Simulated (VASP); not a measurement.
# HfO2 (Fm-3m) in VASP: notebook

Aim: see how the results for HfO2 move with the level of theory and the settings. Levels: PBEsol+D3(BJ), revPBE+D3(BJ), PBE. Tasks: elastic constants, phonons, vibrations by perturbation theory.

All numbers are computed with VASP 6.6.1; they aren't measurements. Logs are shortened: lines on timing, memory, paths and dates and some standing lists are left out, and cuts for length are marked.

## (1) The cell of the first run

The structure is cubic, space group Fm-3m (No. 225). Conventional cell: a = 5.115 Å, b = 5.115 Å, c = 5.115 Å, α = 90.00°, β = 90.00°, γ = 90.00°. Within 2.9 Å of Hf (site symmetry m-3m) lie 8 O at 2.21 Å. Within 2.9 Å of O (site symmetry -43m) lie 4 Hf at 2.21 Å and 6 O at 2.56 Å.

## (2) Elastic constants, PBEsol+D3(BJ)

Input file INCAR:

```
SYSTEM = HfO2
PREC = Accurate ; ENCUT = 600
EDIFF = 1E-8 ; ISMEAR = 0
SIGMA = 0.01 ; LREAL = .False.
LASPH = .True. ; NELM = 100
ALGO = Normal ; ISIF = 3
LWAVE = .False. ; LCHARG = .False.
GGA = PS ; IVDW = 12
NBANDS = 18 ; IBRION = 6
NFREE = 2 ; POTIM = 0.015
NSW = 1
```

Input file KPOINTS:

```
Automatic mesh
0
Gamma
  8 8 8
  0 0 0
```

Input file POSCAR:

```
HfO2
1.0
    0.0000000000      2.5575000000      2.5575000000
    2.5575000000      0.0000000000      2.5575000000
    2.5575000000      2.5575000000      0.0000000000
Hf O
1 2
Direct
    0.0000000000      0.0000000000      0.0000000000
    0.7500000000      0.7500000000      0.7500000000
    0.2500000000      0.2500000000      0.2500000000
```

Potentials or basis: VASP PAW PBE potentials, release 64 (Hf_pv, O).

Started as:

```console
cat potpaw_PBE.64/Hf_pv/POTCAR potpaw_PBE.64/O/POTCAR > POTCAR
mpirun -np 1 vasp_std > vasp.out
```

OUTCAR:

```text
SYSTEM = HfO2
   PREC = Accurate
   ENCUT = 600
   EDIFF = 1E-8
   ISMEAR = 0
   LREAL = .False.
   LASPH = .True.
   NELM = 100
   ISIF = 3
   GGA = PS
   IVDW = 12
   IBRION = 6
   NFREE = 2
   POTIM = 0.015
   NSW = 1
 IVDW          = 12

 ion  position               nearest neighbor table
   1  0.000  0.000  0.000-   2 2.21   2 2.21   2 2.21   2 2.21   3 2.21   3 2.21   3 2.21   3 2.21

   2  0.750  0.750  0.750-   1 2.21   1 2.21   1 2.21   1 2.21
   3  0.250  0.250  0.250-   1 2.21   1 2.21   1 2.21   1 2.21

  LATTYP: Found a face centered cubic cell.
 ALAT       =     5.1150000000

  Lattice vectors:

 A1 = (   0.0000000000,   2.5575000000,   2.5575000000)
 A2 = (   2.5575000000,   0.0000000000,   2.5575000000)
 A3 = (   2.5575000000,   2.5575000000,   0.0000000000)

Analysis of symmetry for initial positions (statically):
=====================================================================
 Subroutine PRICEL returns:
 Original cell was already a primitive cell.

 Routine SETGRP: Setting up the symmetry group for a
 face centered cubic supercell.

 Subroutine GETGRP returns: Found 48 space group operations
[... 9 lines left out ...]

 Routine SETGRP: Setting up the symmetry group for a
 face centered cubic supercell.

 Subroutine GETGRP returns: Found 48 space group operations
[... 11 lines left out ...]
                                     Primitive cell

  volume of cell :      33.4562

  direct lattice vectors                    reciprocal lattice vectors
     0.000000000  2.557500000  2.557500000    -0.195503421  0.195503421  0.195503421
     2.557500000  0.000000000  2.557500000     0.195503421 -0.195503421  0.195503421
     2.557500000  2.557500000  0.000000000     0.195503421  0.195503421 -0.195503421

  length of vectors
     3.616851186  3.616851186  3.616851186     0.338621859  0.338621859  0.338621859

  position of ions in fractional coordinates (direct lattice)
     0.000000000  0.000000000  0.000000000
     0.750000000  0.750000000  0.750000000
     0.250000000  0.250000000  0.250000000

  ion indices of the primitive-cell ions
   primitive index   ion index
                 1           1
                 2           2
                 3           3

----------------------------------------------------------------------------------------

 KPOINTS: Automatic mesh

Automatic generation of k-mesh.
 Grid dimensions read from file:
 generate k-points for:    8    8    8

 Generating k-lattice:

  Cartesian coordinates                     Fractional coordinates (reciprocal lattice)
    -0.024437928  0.024437928  0.024437928     0.125000000  0.000000000  0.000000000
     0.024437928 -0.024437928  0.024437928     0.000000000  0.125000000  0.000000000
     0.024437928  0.024437928 -0.024437928     0.000000000  0.000000000  0.125000000

  Length of vectors
     0.042327732  0.042327732  0.042327732

  Shift w.r.t. Gamma in fractional coordinates (k-lattice)
     0.000000000  0.000000000  0.000000000

 Subroutine IBZKPT returns following result:
 ===========================================

 Found     29 irreducible k-points:

 Following reciprocal coordinates:
            Coordinates               Weight
  0.000000  0.000000  0.000000      1.000000
  0.125000  0.000000  0.000000      8.000000
  0.250000  0.000000  0.000000      8.000000
  0.375000  0.000000  0.000000      8.000000
  0.500000  0.000000  0.000000      4.000000
  0.125000  0.125000  0.000000      6.000000
[... 16 lines left out ...]
  0.500000  0.250000  0.125000     48.000000
 -0.375000  0.250000  0.125000     24.000000
[... 38 lines left out ...]
     AMIX     =   0.40;   BMIX     =  1.00
     AMIX_MAG =   1.60;   BMIX_MAG =  1.00
  volume/ion in A,a.u.               =      11.15        75.26
  Fermi-wavevector in a.u.,A,eV,Ry     =   1.423607  2.690227 27.574337  2.026657
  Thomas-Fermi vector in A             =   2.544186
   LORBIT       =      0    0 simple, 1 ext, 2 COOP (PROOUT), +10 PAW based schemes
   GGA     = PS    functional components
   LHFCALC =     F    Hartree Fock is set to
   AEXX    =    0.0000 exact exchange contribution
   IVDW    =    12    specifies the selected vdW correction
   LEPSILON=     F    determine dielectric tensor
   LRPA    =     F    only Hartree local field effects (RPA)
 finite differences with symmetry
 non-spin polarized calculation
 Gauss-broadening in eV      SIGMA  =   0.01
  energy-cutoff  :      600.00
  volume of cell :       33.46
 maximum number of plane-waves:      1139
 NGX is ok and might be reduce to    30
   NGX = 15   NGY = 15   NGZ = 15

--------------------------------------- Ionic step        1  -------------------------------------------

 number of electron      21.9999993 magnetization

 Free energy of the ion-electron system (eV)
  ---------------------------------------------------
  ext. energy  EPLUGINS =         0.00000000
  ---------------------------------------------------
  free energy    TOTEN  =       -31.56308808 eV

  energy without entropy =      -31.56308808  energy(sigma->0) =      -31.56308808

------------------------ aborting loop because EDIFF is reached ----------------------------------------

 Edisp (eV)   -0.66261

 E8    (eV) :    -0.4461
[... 108 lines left out ...]
  FREE ENERGIE OF THE ION-ELECTRON SYSTEM (eV)
  ---------------------------------------------------
  free  energy   TOTEN  =       -32.2667051299 eV

  energy  without entropy=      -32.2667051299  energy(sigma->0) =      -32.26670513

[... ionic steps 4 to 14 ...]

--------------------------------------- Ionic step       15  -------------------------------------------

 number of electron      21.9999994 magnetization

------------------------ aborting loop because EDIFF is reached ----------------------------------------
[... 77 lines left out ...]
--------------------------------------- Ionic step       17  -------------------------------------------

 number of electron      21.9999995 magnetization

 Free energy of the ion-electron system (eV)
  ---------------------------------------------------
  ext. energy  EPLUGINS =         0.00000000
  ---------------------------------------------------
  free energy    TOTEN  =       -31.56202659 eV

  energy without entropy =      -31.56202659  energy(sigma->0) =      -31.56202659

 E-fermi :   4.0019     XC(G=0): -11.9632

 val. band max:        3.9049725763   @ k =   0.0000   0.5000   0.5000
 cond. band min:       7.5085487967   @ k =   0.0000   0.5000   0.5000
 fundamental gap:      3.6035762204
 Fermi energy:         4.0018781741

 k-point     1 :       0.0000    0.0000    0.0000
  band No.  band energies     occupation
      1     -25.8431      2.00000
      2     -25.8409      2.00000
      3     -25.8387      2.00000
      4     -14.6171      2.00000
      5     -11.6520      2.00000
      6      -1.3501      2.00000
[... 481 lines left out ...]
      5     -12.5429      2.00000
      6      -0.8801      2.00000
[... 10 lines left out ...]
     17      14.5556      0.00000
     18      16.4286      0.00000

 [... further k-points ...]

------------------------ aborting loop because EDIFF is reached ----------------------------------------

 Edisp (eV)   -0.66261

 E8    (eV) :    -0.4461
[... 26 lines left out ...]
  FREE ENERGIE OF THE ION-ELECTRON SYSTEM (eV)
  ---------------------------------------------------
  free  energy   TOTEN  =       -32.2246334528 eV

  energy  without entropy=      -32.2246334528  energy(sigma->0) =      -32.22463345

 INTERNAL STRAIN TENSORS FROM STRAINED CELLS
 ============================================

 INTERNAL STRAIN TENSOR FOR ION    1 for displacements in x,y,z  (eV/Angst):
          X           Y           Z          XY          YZ          ZX
  --------------------------------------------------------------------------------
  x     0.00000    -0.00000    -0.00000     0.00000     0.00000    -0.00000
  y     0.00000     0.00000     0.00000    -0.00000     0.00000    -0.00000
  z    -0.00000     0.00000     0.00000    -0.00000    -0.00000     0.00000

 INTERNAL STRAIN TENSORS FROM DISPLACED ATOMS
 ============================================

 INTERNAL STRAIN TENSOR FOR ION    1 for displacements in x,y,z  (eV/Angst):
          X           Y           Z          XY          YZ          ZX
  --------------------------------------------------------------------------------
  x     0.00000     0.00000     0.00000     0.00000     0.00000     0.00000
  y     0.00000     0.00000     0.00000     0.00000     0.00000     0.00000
  z     0.00000     0.00000     0.00000     0.00000     0.00000     0.00000

 INTERNAL STRAIN TENSOR FOR ION    3 for displacements in x,y,z  (eV/Angst):
          X           Y           Z          XY          YZ          ZX
  --------------------------------------------------------------------------------
  x     0.00000     0.00000     0.00000     0.00000    -5.06912     0.00000
  y     0.00000     0.00000     0.00000     0.00000     0.00000    -5.06912
  z     0.00000     0.00000     0.00000    -5.06912     0.00000     0.00000

 Eigenvectors and eigenvalues of the dynamical matrix
 ----------------------------------------------------

   1 f  =   16.207430 THz   101.834284 2PiTHz  540.621663 cm-1    67.028513 meV
             X         Y         Z           dx          dy          dz
      0.000000  0.000000  0.000000     0.000000   -0.000000   -0.000000
      3.836250  3.836250  3.836250     0.000000   -0.000000   -0.707107
      1.278750  1.278750  1.278750    -0.000000    0.000000    0.707107
[... 43 lines left out ...]
   9 f/i=    0.003908 THz     0.024555 2PiTHz    0.130357 cm-1     0.016162 meV
             X         Y         Z           dx          dy          dz
      0.000000  0.000000  0.000000    -0.619883    0.680596    0.000650
      3.836250  3.836250  3.836250    -0.185958    0.204172    0.000195
      1.278750  1.278750  1.278750    -0.185958    0.204172    0.000195

--------------------------------------------------------------------------------------------------------

 ELASTIC MODULI CONTR FROM IONIC RELAXATION (kBar)
 Direction    XX          YY          ZZ          XY          YZ          ZX
 --------------------------------------------------------------------------------
 XX           0.0000      0.0000      0.0000      0.0000      0.0000      0.0000
 YY           0.0000      0.0000      0.0000      0.0000      0.0000      0.0000
 ZZ           0.0000      0.0000      0.0000      0.0000      0.0000      0.0000
 XY           0.0000      0.0000      0.0000   -143.1137      0.0000      0.0000
 YZ           0.0000      0.0000      0.0000      0.0000   -143.1137     -0.0000
 ZX           0.0000      0.0000      0.0000      0.0000     -0.0000   -143.1137
 --------------------------------------------------------------------------------

 TOTAL ELASTIC MODULI (kBar)
 Direction    XX          YY          ZZ          XY          YZ          ZX
 --------------------------------------------------------------------------------
 XX        5222.6254    712.7424    712.7424      0.0000      0.0000      0.0000
 YY         712.7424   5222.6254    712.7424     -0.0000      0.0000     -0.0000
 ZZ         712.7424    712.7424   5222.6254      0.0000     -0.0000     -0.0000
 XY           0.0000     -0.0000      0.0000    598.4455      0.0000      0.0000
 YZ           0.0000      0.0000     -0.0000      0.0000    598.4455     -0.0000
 ZX           0.0000     -0.0000     -0.0000      0.0000     -0.0000    598.4455
 --------------------------------------------------------------------------------
```

It took 15 min on 1 thread of Intel Xeon 6975P-C, shared host; peak memory 0.36 GiB.

What came out:

* Elastic constants C11, C12, C44: 522, 71, 60 GPa
* Voigt bulk modulus: 222 GPa
* Highest phonon frequency at Γ, LO-TO splitting left out: 541 cm⁻¹
* Dispersion energy per atom: -0.221 eV

Phonon frequencies in cm⁻¹ (negative: imaginary):
| q point | frequencies |
| --- | --- |
| (0.000, 0.000, 0.000) | 0 0 0 185 185 185 541 541 541 |

Elastic tensor in Voigt notation (GPa, in the Cartesian axes of the cell as first typed):
```
522  71  71   0   0   0
 71 522  71   0   0   0
 71  71 522   0   0   0
  0   0   0  60   0   0
  0   0   0   0  60   0
  0   0   0   0   0  60
```

Clamped-ion elastic tensor (GPa):
```
522  71  71   0   0   0
 71 522  71   0   0   0
 71  71 522   0   0   0
  0   0   0  74   0   0
  0   0   0   0  74   0
  0   0   0   0   0  74
```

Caveat: the cell is under stress, which shifts elastic constants; three body term missing; the PAW data sets were made with another functional, which shifts forces and pressure a little; spin-orbit coupling is left out, which moves the levels of the heavy elements.

(Part 1 of 2 ends here.)
